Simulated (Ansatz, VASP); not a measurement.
# One calculation of AlIn2N3, two programs

Contents of INCAR:

```
SYSTEM = AlIn2N3
ALGO = Normal
EDIFF = 1E-7
ENCUT = 520
GGA = PS
ISIF = 2
ISMEAR = 0
LASPH = .TRUE.
LCHARG = .FALSE.
LREAL = .FALSE.
LWAVE = .FALSE.
NBANDS = 56
NELM = 100
PREC = Accurate
SIGMA = 0.02
```

The input KPOINTS:

```
k-points
0
G
  6 6 6
  0 0 0
```

Contents of POSCAR:

```
AlIn2N3
1.0
    5.0935041013     -2.9313073006      0.0000000000
    5.0935041013      2.9313073006      0.0000000000
    0.0000000000      0.0000000000      5.4450163388
Al In N
2 4 6
Direct
    0.3407110228      0.6592889772      0.9892706515
    0.6592889772      0.3407110228      0.4892706515
    0.9884507748      0.3355278297      0.9872690533
    0.6644721703      0.0115492252      0.9872690533
    0.0115492252      0.6644721703      0.4872690533
    0.3355278297      0.9884507748      0.4872690533
    0.9705347955      0.3327672719      0.3848498718
    0.6672327281      0.0294652045      0.3848498718
    0.0294652045      0.6672327281      0.8848498718
    0.3327672719      0.9705347955      0.8848498718
    0.3671604714      0.6328395286      0.3384914983
    0.6328395286      0.3671604714      0.8384914983
```

Input for Ansatz:

```yaml
crystal:
  lattice:
    - [5.0935041013, -2.9313073006, 0.0]
    - [5.0935041013, 2.9313073006, 0.0]
    - [0.0, 0.0, 5.4450163388]
  atoms:
    - { symbol: Al, position: [0.3407110228, 0.6592889772, 0.9892706515] }
    - { symbol: Al, position: [0.6592889772, 0.3407110228, 0.4892706515] }
    - { symbol: In, position: [0.9884507748, 0.3355278297, 0.9872690533] }
    - { symbol: In, position: [0.6644721703, 0.0115492252, 0.9872690533] }
    - { symbol: In, position: [0.0115492252, 0.6644721703, 0.4872690533] }
    - { symbol: In, position: [0.3355278297, 0.9884507748, 0.4872690533] }
    - { symbol: "N", position: [0.9705347955, 0.3327672719, 0.3848498718] }
    - { symbol: "N", position: [0.6672327281, 0.0294652045, 0.3848498718] }
    - { symbol: "N", position: [0.0294652045, 0.6672327281, 0.8848498718] }
    - { symbol: "N", position: [0.3327672719, 0.9705347955, 0.8848498718] }
    - { symbol: "N", position: [0.3671604714, 0.6328395286, 0.3384914983] }
    - { symbol: "N", position: [0.6328395286, 0.3671604714, 0.8384914983] }
basis:
  ecutwfc: 420
kpoints:
  mp_grid: { grid: [6, 6, 6] }
hamiltonian:
  xc: pbesol
scf:
  occupations: { method: gaussian, width: 0.02 }
output:
  forces: true
  stress: true
  eigenvalues: true
```

Alike in both runs: task single point; functional PBEsol; k mesh 6 × 6 × 6; occupations gaussian, width 0.02 eV; no spin polarisation.

```csv
,VASP,Ansatz
version,VASP 6.6.1,Ansatz 0.2.0
potentials or method,"VASP PAW PBE potentials, release 64 (Al, In_d, N), cutoff 520 eV","scalar-relativistic, plane waves, PAW"
valence electrons in the cell,88,88
```

Ansatz gave:

| Quantity | Value |
| --- | --- |
| gap on the k mesh at the Fermi level (eV) | 0.95 |
| least direct gap on the mesh (eV) | 0.95 |
| pressure (GPa) | 0.0 |
| rms of the force components (eV/Å) | 0.000 |

Task: Which values does VASP return?

Result: gap on the k mesh at the Fermi level (eV): 0.95; least direct gap on the mesh (eV): 0.95; pressure (GPa): 0.1; rms of the force components (eV/Å): 0.010.

VASP's potentials were made for PBE, not for PBEsol. Atom by atom the forces differ by 0.010 eV/Å (rms over components). With one functional, cell and mesh, what is left measures potentials, basis and numerics.
